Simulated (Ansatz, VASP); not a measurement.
**Al: VASP beside Ansatz**

```
Al
1.0
     3.09401    0.00000    0.00000
    -1.54701    2.67949    0.00000
     0.00000    0.00000    5.02095
Al
2
Direct
  0.33333 0.66667 0.25000
  0.66667 0.33333 0.75000
```

Alike in both runs: task single point; functional PBEsol; k mesh 6 × 6 × 4; occupations gaussian, width 0.1 eV; no spin polarisation.

```csv
,VASP,Ansatz
version,VASP 6.6.1,Ansatz 0.2.0
potentials or method,"VASP PAW PBE potentials, release 64 (Al), cutoff 500 eV","scalar-relativistic, plane waves, PAW"
valence electrons in the cell,6,6
```

```csv
,VASP,Ansatz,Ansatz less VASP
gap on the k mesh at the Fermi level (eV),none,none,-
pressure (GPa),-10.6,-10.6,-0.01
"traceless stress, the component that is largest in VASP (GPa)",3.53,3.55,+0.014
```

VASP's potentials were made for PBE, not for PBEsol. A gap of «none» marks a metal or a gap that the smearing closes. The functional is the same, so the differences come from potentials, cutoffs and numerics.

The k mesh is coarse, so the values compare programs but aren't converged.
